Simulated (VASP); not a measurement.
# Al6H in VASP: a series of runs

Al6H is run at these levels: PBE; tasks: single point.

Everything below comes from runs of VASP 6.6.1. Logs are shortened: lines on timing, memory, paths and dates and some standing lists are left out, and cuts for length are marked.

### 1 The cell of the first run

The cell holds a slab with vacuum, 14 atoms: a = 5.714 Å, b = 5.714 Å, c = 22.602 Å, α = 90.00°, β = 90.00°, γ = 120.00°.

### 2 Single point, PBE

Input file INCAR:

```
PREC = Accurate ; ENCUT = 520
EDIFF = 1E-6 ; ISMEAR = 0
SIGMA = 0.1 ; LREAL = False
LASPH = True ; NELM = 80
ALGO = Normal ; ISIF = 2
LWAVE = False ; LCHARG = False
LDIPOL = True ; IDIPOL = 3
DIPOL = 0.5 0.5 0.316 ; GGA = PE
NBANDS = 32
```

Input file KPOINTS:

```
regular mesh
0
Gamma
  6 6 1
```

Input file POSCAR:

```
Al6H
1.0
    5.7143028096      0.0000000000      0.0000000000
   -2.8571514048      4.9487313980      0.0000000000
    0.0000000000      0.0000000000     22.6016424997
Al H
12 2
Direct
    0.3333333333      0.1666666667      0.1769782882
    0.3333333333      0.6666666667      0.1769782882
    0.8333333333      0.1666666667      0.1769782882
    0.8333333333      0.6666666667      0.1769782882
    0.1666666667      0.3333333333      0.2787817902
    0.1666666667      0.8333333333      0.2787817902
    0.6666666667      0.3333333333      0.2787817902
    0.6666666667      0.8333333333      0.2787817902
    0.0000000000      0.0000000000      0.3805759913
    0.0000000000      0.5000000000      0.3805759913
    0.5000000000      0.0000000000      0.3805759913
    0.5000000000      0.5000000000      0.3805759913
    0.2677085297      0.1666666667      0.5398564507
    0.3989581370      0.1666666667      0.5398564507
```

Potentials or basis: VASP PAW PBE potentials, release 64 (Al, H).

Run with:

```console
$ cat potpaw_PBE.64/Al/POTCAR potpaw_PBE.64/H/POTCAR > POTCAR
$ mpirun -np 1 vasp_std > vasp.out
```

OUTCAR:

```text
PREC = Accurate
   ENCUT = 520
   EDIFF = 1E-6
   ISMEAR = 0
   LREAL = False
   LASPH = True
   NELM = 80
   ISIF = 2
   GGA = PE

 ion  position               nearest neighbor table
   1  0.333  0.167  0.177-   5 2.83   6 2.83   7 2.83   4 2.86   2 2.86   2 2.86   4 2.86   3 2.86
                             3 2.86
   2  0.333  0.667  0.177-   6 2.83   5 2.83   8 2.83   3 2.86   1 2.86   1 2.86   3 2.86   4 2.86
                             4 2.86
   3  0.833  0.167  0.177-   7 2.83   8 2.83   5 2.83   4 2.86   2 2.86   4 2.86   2 2.86   1 2.86
                             1 2.86
   4  0.833  0.667  0.177-   8 2.83   7 2.83   6 2.83   3 2.86   1 2.86   3 2.86   1 2.86   2 2.86
                             2 2.86
   5  0.167  0.333  0.279-   9 2.83  12 2.83  10 2.83   1 2.83   2 2.83   3 2.83   8 2.86   6 2.86
                             6 2.86   8 2.86   7 2.86   7 2.86
   6  0.167  0.833  0.279-  10 2.83  11 2.83   9 2.83   2 2.83   1 2.83   4 2.83   7 2.86   5 2.86
                             5 2.86   7 2.86   8 2.86   8 2.86
   7  0.667  0.333  0.279-  11 2.83  10 2.83  12 2.83   3 2.83   4 2.83   1 2.83   8 2.86   6 2.86
                             8 2.86   6 2.86   5 2.86   5 2.86
   8  0.667  0.833  0.279-  12 2.83   9 2.83  11 2.83   4 2.83   3 2.83   2 2.83   7 2.86   5 2.86
                             7 2.86   5 2.86   6 2.86   6 2.86
   9  0.000  0.000  0.381-   5 2.83   8 2.83   6 2.83  10 2.86  12 2.86  10 2.86  12 2.86  11 2.86
                            11 2.86
  10  0.000  0.500  0.381-   6 2.83   7 2.83   5 2.83   9 2.86  11 2.86   9 2.86  11 2.86  12 2.86
                            12 2.86
  11  0.500  0.000  0.381-   7 2.83   6 2.83   8 2.83  10 2.86  12 2.86  12 2.86  10 2.86   9 2.86
                             9 2.86
  12  0.500  0.500  0.381-   8 2.83   5 2.83   7 2.83   9 2.86  11 2.86  11 2.86   9 2.86  10 2.86
                            10 2.86
  13  0.268  0.167  0.540-  14 0.75
  14  0.399  0.167  0.540-  13 0.75

  LATTYP: Found a hexagonal cell.
 ALAT       =     5.7143028096
 C/A-ratio  =     3.9552756045

  Lattice vectors:

 A1 = (   5.7143028096,   0.0000000000,   0.0000000000)
 A2 = (  -2.8571514048,   4.9487313980,   0.0000000000)
 A3 = (   0.0000000000,   0.0000000000,  22.6016424997)

Analysis of symmetry for initial positions (statically):
=====================================================================
 Subroutine PRICEL returns:
 Original cell was already a primitive cell.

 Routine SETGRP: Setting up the symmetry group for a
 hexagonal supercell.

 Subroutine GETGRP returns: Found  2 space group operations
 (whereof  1 operations were pure point group operations)
 out of a pool of 24 trial point group operations.

The static configuration has the point symmetry C_1 .
 The point group associated with its full space group is C_1h.

Analysis of symmetry for dynamics (positions and initial velocities):
=====================================================================
 Subroutine PRICEL returns:
 Original cell was already a primitive cell.

 Routine SETGRP: Setting up the symmetry group for a
 hexagonal supercell.

 Subroutine GETGRP returns: Found  2 space group operations
 (whereof  1 operations were pure point group operations)
 out of a pool of 24 trial point group operations.

The dynamic configuration has the point symmetry C_1 .
 The point group associated with its full space group is C_1h.

 Subroutine INISYM returns: Found  2 space group operations
 (whereof  1 operations are pure point group operations),
 and found     1 'primitive' translations

----------------------------------------------------------------------------------------

                                     Primitive cell

  volume of cell :     639.1417

  direct lattice vectors                    reciprocal lattice vectors
     5.714302810  0.000000000  0.000000000     0.174999476  0.101035995  0.000000000
    -2.857151405  4.948731398  0.000000000     0.000000000  0.202071990  0.000000000
     0.000000000  0.000000000 22.601642500     0.000000000  0.000000000  0.044244572

  length of vectors
     5.714302810  5.714302810 22.601642500     0.202071990  0.202071990  0.044244572

  position of ions in fractional coordinates (direct lattice)
     0.333333333  0.166666667  0.176978288
     0.333333333  0.666666667  0.176978288
     0.833333333  0.166666667  0.176978288
     0.833333333  0.666666667  0.176978288
     0.166666667  0.333333333  0.278781790
[... 59 lines left out ...]
  0.000000  0.333333  0.000000      2.000000
  0.500000  0.000000  0.000000      2.000000
  0.000000  0.500000  0.000000      1.000000
  0.166667  0.166667  0.000000      4.000000
 -0.333333  0.166667  0.000000      2.000000
  0.333333  0.166667  0.000000      4.000000
 -0.166667  0.500000  0.000000      4.000000
  0.500000  0.333333  0.000000      4.000000
  0.333333  0.333333  0.000000      2.000000
   k-points           NKPTS =     13   k-points in BZ     NKDIM =     13   number of bands    NBANDS=     32
   number of dos      NEDOS =    301   number of ions     NIONS =     14
   total plane-waves  NPLWV = 296352
   dimension x,y,z NGX =    42 NGY =   42 NGZ =  168
   dimension x,y,z NGXF=    84 NGYF=   84 NGZF=  336
   ions per type =              12   2
   NGX,Y,Z   is equivalent  to a cutoff of  12.22, 12.22, 12.36 a.u.
   NGXF,Y,Z  is equivalent  to a cutoff of  24.44, 24.44, 24.71 a.u.
 SYSTEM =  unknown system
   PREC   = accura    normal or accurate (medium, high low for compatibility)
   ISTART =      0    job   : 0-new  1-cont  2-samecut
   ICHARG =      2    charge: 1-file 2-atom 10-const
   ISPIN  =      1    spin polarized calculation?
   LNONCOLLINEAR =      F non collinear calculations
   LSORBIT =      F    spin-orbit coupling
   LASPH  =      T    aspherical Exc in radial PAW
   ENCUT  =  520.0 eV  38.22 Ry    6.18 a.u.  10.62 10.62 42.02*2*pi/ulx,y,z
   NELM   =     80;   NELMIN=  2; NELMDL= -5     # of ELM steps
   EDIFF  = 0.1E-05   stopping-criterion for ELM
   LREAL  =      F    real-space projection
   EDIFFG = 0.1E-04   stopping-criterion for IOM
   NSW    =      0    number of steps for IOM
   IBRION =     -1    ionic relax: 0-MD 1-quasi-New 2-CG
   NFREE  =      0    steps in history (QN), initial steepest desc. (CG)
   ISIF   =      2    stress and relaxation
   ISYM   =      2    0-nonsym 1-usesym 2-fastsym
   POTIM  = 0.5000    time-step for ionic-motion
   TEBEG  =    0.0;   TEEND  =   0.0 temperature during run
   PSTRESS=    0.0 pullay stress
   NELECT =      38.0000    total number of electrons
   NUPDOWN=      -1.0000    fix difference up-down
   EMIN   =  10.00;   EMAX   =-10.00  energy-range for DOS
   EFERMI =   0.00;   METHOD = LEGACY
   ISMEAR =     0;   SIGMA  =   0.10  broadening in eV -4-tet -1-fermi 0-gaus
   EFERMI_NEDOS =   21; number of points for ismear=-14 and -15
   IALGO  =     38    algorithm
   IMIX   =      4    mixing-type and parameters
     AMIX     =   0.40;   BMIX     =  1.00
     AMIX_MAG =   1.60;   BMIX_MAG =  1.00
  volume/ion in A,a.u.               =      45.65       308.08
  Fermi-wavevector in a.u.,A,eV,Ry     =   0.638955  1.207450  5.554763  0.408264
  Thomas-Fermi vector in A             =   1.704469
   LORBIT       =      0    0 simple, 1 ext, 2 COOP (PROOUT), +10 PAW based schemes
   GGA     = PE    functional components
   LHFCALC =     F    Hartree Fock is set to
   AEXX    =    0.0000 exact exchange contribution
   IVDW    =     0    specifies the selected vdW correction
   LEPSILON=     F    determine dielectric tensor
   LRPA    =     F    only Hartree local field effects (RPA)
 non-spin polarized calculation
 Gauss-broadening in eV      SIGMA  =   0.10
  energy-cutoff  :      520.00
  volume of cell :      639.14
 maximum number of plane-waves:     17305
   NGX = 21   NGY = 21   NGZ = 85

 dipolmoment           0.000000      0.000000      0.000113 electrons x Angstroem

 number of electron      38.0000002 magnetization

 dipolmoment           0.000000      0.000000     -0.000713 electrons x Angstroem

 Free energy of the ion-electron system (eV)
  ---------------------------------------------------
  ext. energy  EPLUGINS =         0.00000000
  ---------------------------------------------------
  free energy    TOTEN  =       -48.90678612 eV

  energy without entropy =      -48.87539308  energy(sigma->0) =      -48.89108960

 E-fermi :  -0.1368     XC(G=0):  -4.1893

 val. band max:       -0.1546541351   @ k =   0.5000   0.3333   0.0000
 cond. band min:      -0.0875626530   @ k =   0.1667   0.1667   0.0000
 fundamental gap:      0.0670914821
 Fermi energy:        -0.1367763290

 k-point     1 :       0.0000    0.0000    0.0000
  band No.  band energies     occupation
      1     -10.7071      2.00000
      2      -8.9996      2.00000
      3      -6.6736      2.00000
      4      -6.2646      2.00000
      5      -4.8319      2.00000
      6      -4.8318      2.00000
[... 431 lines left out ...]
     30       3.1849      0.00000
     31       3.2264      0.00000
 [bands above 31 left out]

------------------------ aborting loop because EDIFF is reached ----------------------------------------

 vacuum level on the upper side and lower side of the slab       (xc-potential included)        -0.017        -0.014

  FORCE on cell =-STRESS in cart. coord.  units (eV):
  Direction    XX          YY          ZZ          XY          YZ          ZX
  --------------------------------------------------------------------------------------
  -------------------------------------------------------------------------------------
  Total       -2.8374602     -2.8423436     -0.0308442      0.0000000      0.0013550      0.0000000
  in kB       -7.1128431     -7.1250847     -0.0773192      0.0000000      0.0033966      0.0000000
  external PRESSURE =      -4.7717490 kB  Pullay stress =       0.0000000 kB

 VOLUME and BASIS-vectors are now :
 -----------------------------------------------------------------------------
  energy-cutoff  :      520.00
  volume of cell :      639.14
      direct lattice vectors                 reciprocal lattice vectors
     5.714302810  0.000000000  0.000000000     0.174999476  0.101035995  0.000000000
    -2.857151405  4.948731398  0.000000000     0.000000000  0.202071990  0.000000000
     0.000000000  0.000000000 22.601642500     0.000000000  0.000000000  0.044244572

 POSITION                                       TOTAL-FORCE (eV/Angst)
 -----------------------------------------------------------------------------------
      1.42858      0.82479      4.00000        -0.000000      0.000196      0.002600
     -0.00000      3.29915      4.00000        -0.000733     -0.000600      0.004019
      4.28573      0.82479      4.00000        -0.000000      0.001110      0.004312
      2.85715      3.29915      4.00000         0.000733     -0.000600      0.004019
      0.00000      1.64958      6.30093         0.003091     -0.001004     -0.003028
     -1.42858      4.12394      6.30093        -0.000000      0.002978     -0.004071
      2.85715      1.64958      6.30093        -0.003091     -0.001004     -0.003028
      1.42858      4.12394      6.30093        -0.000000     -0.000639      0.003487
      0.00000      0.00000      8.60164         0.004398      0.000475     -0.008973
     -1.42858      2.47437      8.60164        -0.000000      0.001602      0.000002
      2.85715      0.00000      8.60164        -0.004398      0.000475     -0.008973
      1.42858      2.47437      8.60164        -0.000000     -0.003731     -0.006866
      1.05358      0.82479     12.20164        -0.016273      0.000372      0.008250
      1.80358      0.82479     12.20164         0.016273      0.000372      0.008250
 -----------------------------------------------------------------------------------
    total drift:                               -0.000000      0.000054      0.000200

  FREE ENERGIE OF THE ION-ELECTRON SYSTEM (eV)
  ---------------------------------------------------
  free  energy   TOTEN  =       -48.9067861194 eV

  energy  without entropy=      -48.8753930791  energy(sigma->0) =      -48.89108960

 vacuum level on the upper side and lower side of the slab         3.759         3.762
```

Run time: 9 min. Hardware: 1 thread of Intel Xeon Platinum 8259CL at 2.50GHz (Skylake/Cascade Lake), shared host; peak memory 0.72 GiB.

What came out:

| Item | Value |
| --- | --- |
| Free energy | -48.9068 eV |
| Largest force | 0.018 eV/Å |
| Band gap on the k mesh | zero (bands 19 and 20 overlap by 1.02 eV) |

Forces on the atoms (eV/Å):
```
Al   0.000  0.000  0.003
Al  -0.001 -0.001  0.004
Al   0.000  0.001  0.004
Al   0.001 -0.001  0.004
Al   0.003 -0.001 -0.003
Al   0.000  0.003 -0.004
Al  -0.003 -0.001 -0.003
Al   0.000 -0.001  0.003
Al   0.004  0.000 -0.009
Al   0.000  0.002  0.000
Al  -0.004  0.000 -0.009
Al   0.000 -0.004 -0.007
H   -0.016  0.000  0.008
H    0.016  0.000  0.008
```

Levels at points of the mesh, in eV from the Fermi level:
| k point | band 15 | band 16 | band 17 | band 18 | band 19 | band 20 | band 21 | band 22 | band 23 | band 24 |
| --- | --- | --- | --- | --- | --- | --- | --- | --- | --- | --- |
| (0.00, 0.00, 0.00) | -2.73 | -2.73 | -2.73 | -0.39 | -0.39 | -0.39 | -0.15 | -0.15 | -0.15 | 0.55 |
| (0.50, 0.00, 0.00) | -1.63 | -0.49 | -0.49 | -0.22 | -0.22 | 0.94 | 0.94 | 1.31 | 1.32 | 1.64 |
| (0.00, 0.50, 0.00) | -1.63 | -0.49 | -0.49 | -0.22 | -0.22 | 0.94 | 0.94 | 1.30 | 1.32 | 1.64 |

(Part 1 of 2 ends here.)
